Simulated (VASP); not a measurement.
# LaAgS2 (P4/mmm) in VASP: notebook

LaAgS2 is run at these levels: r2SCAN; tasks: single point.

All numbers are computed with VASP 6.6.1; they aren't measurements. Logs are shortened: lines on timing, memory, paths and dates and some standing lists are left out, and cuts for length are marked.

### Step 1. The cell of the first run

Symmetry: P4/mmm, No. 123, tetragonal system. The conventional cell has a = 4.034 Å, b = 4.034 Å, c = 5.684 Å, α = 90.00°, β = 90.00°, γ = 90.00°. Within 3.7 Å of Ag (site symmetry 4/mmm) lie 6 S at 2.84 to 2.85 Å. S (site symmetry 4/mmm) has 2 Ag at 2.84 Å and 4 La at 2.85 Å within 3.7 Å. S (site symmetry 4/mmm) has 2 La at 2.84 Å and 4 Ag at 2.85 Å within 3.7 Å. La (site symmetry 4/mmm) has 6 S at 2.84 to 2.85 Å within 3.7 Å.

### Step 2. Single point, r2SCAN (epitaxial xy strain -2.3%)

The input, POSCAR:

```
LaAgS2
1.0
    4.0342051854      0.0000000000      0.0000000000
    0.0000000000      4.0342051854      0.0000000000
    0.0000000000      0.0000000000      5.6839624189
Ag S La
1 2 1
Direct
    0.0000000000      0.0000000000      0.0000000000
    0.0000000000      0.0000000000      0.5000000000
    0.5000000000      0.5000000000      0.0000000000
    0.5000000000      0.5000000000      0.5000000000
```

The input, INCAR.step1:

```
PREC     = Accurate       # precision mode
ENCUT    = 520            # plane-wave cutoff, eV
ISMEAR   = -1             # smearing method
SIGMA    = 0.02           # smearing width, eV
LREAL    = F              # projectors in reciprocal space
LASPH    = T              # aspherical terms in the spheres
NELM     = 100            # most SCF steps
NBANDS   = 25             # bands
GGA      = PE             # functional
ALGO     = Normal         # electronic algorithm
EDIFF    = 1E-4           # SCF threshold, eV
LWAVE    = T              # write WAVECAR
LCHARG   = F              # write CHGCAR
```

The input, INCAR.step2:

```
PREC     = Accurate       # precision mode
ENCUT    = 520            # plane-wave cutoff, eV
EDIFF    = 1E-6           # SCF threshold, eV
ISMEAR   = -1             # smearing method
SIGMA    = 0.02           # smearing width, eV
LREAL    = F              # projectors in reciprocal space
LASPH    = T              # aspherical terms in the spheres
NELM     = 100            # most SCF steps
ALGO     = Normal         # electronic algorithm
ISIF     = 2              # what is computed and relaxed
LWAVE    = F              # write WAVECAR
LCHARG   = T              # write CHGCAR
METAGGA  = R2SCAN         # meta-GGA
LMIXTAU  = T            
LELF     = T              # ELF
LVHAR    = T            
NBANDS   = 25             # bands
ISTART   = 1
```

The input, KPOINTS:

```
regular mesh
0
Gamma
  6 6 6
```

Potentials or basis: VASP PAW PBE potentials, release 64 (Ag, S, La).

The run is started by

```
$ cat potpaw_PBE.64/Ag/POTCAR potpaw_PBE.64/S/POTCAR potpaw_PBE.64/La/POTCAR > POTCAR
$ cp INCAR.step1 INCAR
$ mpirun -np 1 vasp_std > vasp.out
$ cp INCAR.step2 INCAR
$ mpirun -np 1 vasp_std > vasp.out
```

OUTCAR:

```text
PREC = Accurate
   ENCUT = 520
   EDIFF = 1E-6
   ISMEAR = -1
   LREAL = F
   LASPH = T
   NELM = 100
   ISIF = 2
   METAGGA = R2SCAN
   ISTART = 1

 ion  position               nearest neighbor table
   1  0.000  0.000  0.000-   2 2.84   2 2.84   3 2.85   3 2.85   3 2.85   3 2.85
   2  0.000  0.000  0.500-   1 2.84   1 2.84   4 2.85   4 2.85   4 2.85   4 2.85
   3  0.500  0.500  0.000-   4 2.84   4 2.84   1 2.85   1 2.85   1 2.85   1 2.85
   4  0.500  0.500  0.500-   3 2.84   3 2.84   2 2.85   2 2.85   2 2.85   2 2.85

  LATTYP: Found a simple tetragonal cell.
 ALAT       =     4.0342051854
 C/A-ratio  =     1.4089423214

  Lattice vectors:

 A1 = (   4.0342051854,   0.0000000000,   0.0000000000)
 A2 = (   0.0000000000,   4.0342051854,   0.0000000000)
 A3 = (   0.0000000000,   0.0000000000,   5.6839624189)

Analysis of symmetry for initial positions (statically):
=====================================================================
 Subroutine PRICEL returns:
 Original cell was already a primitive cell.

 Routine SETGRP: Setting up the symmetry group for a
 simple tetragonal supercell.

 Subroutine GETGRP returns: Found 16 space group operations
 (whereof 16 operations were pure point group operations)
 out of a pool of 16 trial point group operations.

The static configuration has the point symmetry D_4h.

Analysis of symmetry for dynamics (positions and initial velocities):
=====================================================================
 Subroutine PRICEL returns:
 Original cell was already a primitive cell.

 Routine SETGRP: Setting up the symmetry group for a
 simple tetragonal supercell.

 Subroutine GETGRP returns: Found 16 space group operations
 (whereof 16 operations were pure point group operations)
 out of a pool of 16 trial point group operations.

The dynamic configuration has the point symmetry D_4h.

 Subroutine INISYM returns: Found 16 space group operations
 (whereof 16 operations are pure point group operations),
 and found     1 'primitive' translations

----------------------------------------------------------------------------------------

                                     Primitive cell

  volume of cell :      92.5054

  direct lattice vectors                    reciprocal lattice vectors
     4.034205185  0.000000000  0.000000000     0.247880302  0.000000000  0.000000000
     0.000000000  4.034205185  0.000000000     0.000000000  0.247880302  0.000000000
     0.000000000  0.000000000  5.683962419     0.000000000  0.000000000  0.175933605

  length of vectors
     4.034205185  4.034205185  5.683962419     0.247880302  0.247880302  0.175933605

  position of ions in fractional coordinates (direct lattice)
     0.000000000  0.000000000  0.000000000
     0.000000000  0.000000000  0.500000000
     0.500000000  0.500000000  0.000000000
     0.500000000  0.500000000  0.500000000

  ion indices of the primitive-cell ions
   primitive index   ion index
                 1           1
                 2           2
                 3           3
                 4           4

----------------------------------------------------------------------------------------

 KPOINTS: regular mesh

Automatic generation of k-mesh.
 Grid dimensions read from file:
 generate k-points for:    6    6    6

 Generating k-lattice:

  Cartesian coordinates                     Fractional coordinates (reciprocal lattice)
     0.041313384  0.000000000  0.000000000     0.166666667  0.000000000  0.000000000
     0.000000000  0.041313384  0.000000000     0.000000000  0.166666667  0.000000000
     0.000000000  0.000000000  0.029322268     0.000000000  0.000000000  0.166666667

  Length of vectors
     0.041313384  0.041313384  0.029322268

  Shift w.r.t. Gamma in fractional coordinates (k-lattice)
     0.000000000  0.000000000  0.000000000

 Subroutine IBZKPT returns following result:
 ===========================================

 Found     40 irreducible k-points:

 Following reciprocal coordinates:
            Coordinates               Weight
  0.000000  0.000000  0.000000      1.000000
  0.166667  0.000000  0.000000      4.000000
  0.333333  0.000000  0.000000      4.000000
  0.500000  0.000000  0.000000      2.000000
  0.166667  0.166667  0.000000      4.000000
  0.333333  0.166667  0.000000      8.000000
[... 16 lines left out ...]
  0.333333  0.000000  0.333333      8.000000
  0.500000  0.000000  0.333333      4.000000
 [... further k-points ...]
   k-points           NKPTS =     40   k-points in BZ     NKDIM =     40   number of bands    NBANDS=     25
   number of dos      NEDOS =    301   number of ions     NIONS =      4
   total plane-waves  NPLWV =  37800
   dimension x,y,z NGX =    30 NGY =   30 NGZ =   42
   dimension x,y,z NGXF=    60 NGYF=   60 NGZF=   84
   ions per type =               1   2   1
   NGX,Y,Z   is equivalent  to a cutoff of  12.36, 12.36, 12.28 a.u.
   NGXF,Y,Z  is equivalent  to a cutoff of  24.73, 24.73, 24.57 a.u.
 SYSTEM =  unknown system
   PREC   = accura    normal or accurate (medium, high low for compatibility)
   ISTART =      1    job   : 0-new  1-cont  2-samecut
   ICHARG =      0    charge: 1-file 2-atom 10-const
   ISPIN  =      1    spin polarized calculation?
   LNONCOLLINEAR =      F non collinear calculations
   LSORBIT =      F    spin-orbit coupling
   LASPH  =      T    aspherical Exc in radial PAW
   ENCUT  =  520.0 eV  38.22 Ry    6.18 a.u.   7.50  7.50 10.57*2*pi/ulx,y,z
   NELM   =    100;   NELMIN=  2; NELMDL=  0     # of ELM steps
   EDIFF  = 0.1E-05   stopping-criterion for ELM
   LREAL  =      F    real-space projection
   EDIFFG = 0.1E-04   stopping-criterion for IOM
   NSW    =      0    number of steps for IOM
   IBRION =     -1    ionic relax: 0-MD 1-quasi-New 2-CG
   NFREE  =      0    steps in history (QN), initial steepest desc. (CG)
   ISIF   =      2    stress and relaxation
   ISYM   =      2    0-nonsym 1-usesym 2-fastsym
   POTIM  = 0.5000    time-step for ionic-motion
   TEBEG  =    0.0;   TEEND  =   0.0 temperature during run
   PSTRESS=    0.0 pullay stress
   NELECT =      34.0000    total number of electrons
   NUPDOWN=      -1.0000    fix difference up-down
   EMIN   =  10.00;   EMAX   =-10.00  energy-range for DOS
   EFERMI =   0.00;   METHOD = LEGACY
   ISMEAR =    -1;   SIGMA  =   0.02  broadening in eV -4-tet -1-fermi 0-gaus
   EFERMI_NEDOS =   21; number of points for ismear=-14 and -15
   IALGO  =     38    algorithm
   IMIX   =      4    mixing-type and parameters
     AMIX     =   0.40;   BMIX     =  1.00
     AMIX_MAG =   1.60;   BMIX_MAG =  1.00
  volume/ion in A,a.u.               =      23.13       156.06
  Fermi-wavevector in a.u.,A,eV,Ry     =   1.172678  2.216040 18.710371  1.375174
  Thomas-Fermi vector in A             =   2.309103
   LORBIT       =      0    0 simple, 1 ext, 2 COOP (PROOUT), +10 PAW based schemes
   METAGGA = R2SCAN    functional components
   LHFCALC =     F    Hartree Fock is set to
   AEXX    =    0.0000 exact exchange contribution
   IVDW    =     0    specifies the selected vdW correction
   LEPSILON=     F    determine dielectric tensor
   LRPA    =     F    only Hartree local field effects (RPA)
 non-spin polarized calculation
  energy-cutoff  :      520.00
  volume of cell :       92.51
 maximum number of plane-waves:      2542
   NGX = 15   NGY = 15   NGZ = 21

 number of electron      33.9999982 magnetization

 Free energy of the ion-electron system (eV)
  ---------------------------------------------------
  ext. energy  EPLUGINS =         0.00000000
  ---------------------------------------------------
  free energy    TOTEN  =       -73.09358159 eV

  energy without entropy =      -73.09311427  energy(sigma->0) =      -73.09334793

 E-fermi :   6.5850     XC(G=0): -10.5813

 val. band max:        6.5368688194   @ k =   0.5000   0.0000   0.3333
 cond. band min:       6.6324595470   @ k =   0.5000   0.0000   0.1667
 fundamental gap:      0.0955907275
 Fermi energy:         6.5850249600

 k-point     1 :       0.0000    0.0000    0.0000
  band No.  band energies     occupation
      1     -27.1511      2.00000
      2     -10.5017      2.00000
      3     -10.4215      2.00000
      4     -10.4215      2.00000
      5      -7.1685      2.00000
      6      -6.2248      2.00000
[... 17 lines left out ...]
     24       9.5928      0.00000
     25       9.5956      0.00000

 k-point     2 :       0.1667    0.0000    0.0000
  band No.  band energies     occupation
      1     -27.1415      2.00000
      2     -10.7106      2.00000
      3     -10.4879      2.00000
      4     -10.3952      2.00000
      5      -6.8030      2.00000
      6      -6.1497      2.00000
[... 17 lines left out ...]
     24       9.5992      0.00000
     25       9.6214      0.00000

 k-point     3 :       0.3333    0.0000    0.0000
  band No.  band energies     occupation
      1     -27.1221      2.00000
      2     -11.1742      2.00000
      3     -10.4602      2.00000
      4     -10.3415      2.00000
      5      -6.1772      2.00000
      6      -5.9740      2.00000
[... 17 lines left out ...]
     24       9.6324      0.00000
     25       9.8971      0.00000

 k-point     4 :       0.5000    0.0000    0.0000
  band No.  band energies     occupation
      1     -27.1123      2.00000
      2     -11.3710      2.00000
      3     -10.4462      2.00000
      4     -10.3141      2.00000
      5      -5.9621      2.00000
      6      -5.8017      2.00000
[... 17 lines left out ...]
     24       9.6360      0.00000
     25       9.7737      0.00000

 k-point     5 :       0.1667    0.1667    0.0000
  band No.  band energies     occupation
      1     -27.1322      2.00000
      2     -10.7582      2.00000
      3     -10.5331      2.00000
      4     -10.4747      2.00000
      5      -6.6021      2.00000
      6      -6.0929      2.00000
[... 17 lines left out ...]
     24       9.6171      0.00000
     25       9.7142      0.00000

 k-point     6 :       0.3333    0.1667    0.0000
  band No.  band energies     occupation
      1     -27.1134      2.00000
      2     -11.0903      2.00000
      3     -10.5016      2.00000
      4     -10.4480      2.00000
      5      -6.2757      2.00000
      6      -5.9862      2.00000
[... 17 lines left out ...]
     24       9.6203      0.00000
     25       9.7282      0.00000
[... 393 lines left out ...]
 k-point    21 :       0.0000    0.0000    0.3333
  band No.  band energies     occupation
      1     -27.1501      2.00000
      2     -10.6764      2.00000
      3     -10.4203      2.00000
      4     -10.4203      2.00000
      5      -7.0987      2.00000
      6      -5.7446      2.00000
[... 17 lines left out ...]
     24       9.4130      0.00000
     25       9.5899      0.00000

 k-point    22 :       0.1667    0.0000    0.3333
  band No.  band energies     occupation
      1     -27.1405      2.00000
      2     -10.7073      2.00000
      3     -10.6583      2.00000
      4     -10.3939      2.00000
      5      -6.7292      2.00000
      6      -5.6767      2.00000
[... 17 lines left out ...]
     24       9.4733      0.00000
     25       9.7106      0.00000

 k-point    23 :       0.3333    0.0000    0.3333
  band No.  band energies     occupation
      1     -27.1212      2.00000
      2     -11.1684      2.00000
      3     -10.6226      2.00000
      4     -10.3400      2.00000
      5      -6.0737      2.00000
      6      -5.5327      2.00000
[... 17 lines left out ...]
     24       9.4524      0.00000
     25      10.0802      0.00000

 k-point    24 :       0.5000    0.0000    0.3333
  band No.  band energies     occupation
      1     -27.1114      2.00000
      2     -11.3646      2.00000
      3     -10.6045      2.00000
      4     -10.3126      2.00000
      5      -5.7592      2.00000
      6      -5.4586      2.00000
[... 17 lines left out ...]
     24       9.4704      0.00000
     25      10.3365      0.00000

 [... further k-points ...]
[... 5 lines left out ...]
  --------------------------------------------------------------------------------------
  -------------------------------------------------------------------------------------
  Total        1.8178616      1.8178616     -0.1340869      0.0000000      0.0000000      0.0000000
  in kB       31.4850383     31.4850383     -2.3223604      0.0000000      0.0000000      0.0000000
  external PRESSURE =      20.2159054 kB  Pullay stress =       0.0000000 kB

 VOLUME and BASIS-vectors are now :
 -----------------------------------------------------------------------------
  energy-cutoff  :      520.00
  volume of cell :       92.51
      direct lattice vectors                 reciprocal lattice vectors
     4.034205185  0.000000000  0.000000000     0.247880302  0.000000000  0.000000000
     0.000000000  4.034205185  0.000000000     0.000000000  0.247880302  0.000000000
     0.000000000  0.000000000  5.683962419     0.000000000  0.000000000  0.175933605

 POSITION                                       TOTAL-FORCE (eV/Angst)
 -----------------------------------------------------------------------------------
      0.00000      0.00000      0.00000         0.000000      0.000000      0.000000
      0.00000      0.00000      2.84198         0.000000      0.000000      0.000000
      2.01710      2.01710      0.00000         0.000000      0.000000      0.000000
      2.01710      2.01710      2.84198         0.000000      0.000000      0.000000
 -----------------------------------------------------------------------------------
    total drift:                                0.000000     -0.000000     -0.000000

  FREE ENERGIE OF THE ION-ELECTRON SYSTEM (eV)
  ---------------------------------------------------
  free  energy   TOTEN  =       -73.0935815890 eV

  energy  without entropy=      -73.0931142706  energy(sigma->0) =      -73.09334793
```

Wall time 3.3 min (1 thread of Intel Xeon Platinum 8559C (Emerald Rapids), shared host); peak memory 0.27 GiB.

What came out:

- Free energy: -73.0936 eV
- Pressure: 2.0 GPa
- Band gap on the k mesh: zero (band 17 reaches 6.69 eV, above the bottom of band 18 at 6.22 eV)

Levels at points of the mesh, in eV from the Fermi level:
```
           k point  band 13  band 14  band 15  band 16  band 17  band 18  band 19  band 20  band 21  band 22
(0.00, 0.00, 0.00)    -2.72    -2.72    -1.74    -1.74    -1.66    -0.32     1.26     2.57     2.59     2.82
(0.50, 0.00, 0.00)    -3.39    -3.23    -2.50    -1.36     0.10     2.31     2.57     2.69     2.77     2.98
(0.50, 0.50, 0.00)    -3.10    -2.96    -2.44    -2.44    -1.60     1.31     1.31     1.49     2.64     2.64
(0.00, 0.00, 0.50)    -2.32    -2.32    -2.09    -2.09    -2.06    -0.36     2.56     2.58     2.82     2.82
(0.50, 0.00, 0.50)    -3.04    -3.04    -2.48    -0.18    -0.09     2.18     2.28     2.39     2.59     2.72
(0.50, 0.50, 0.50)    -3.10    -2.94    -2.36    -2.36    -2.10     2.64     2.64     2.68     2.68     2.76
```

Caveat: the cell differs from its parent crystal (epitaxial xy strain -2.3%); the PAW data sets were made with another functional, which shifts forces and pressure a little; spin-orbit coupling is left out, which moves the levels of the heavy elements.

[end of part 1 of 2]
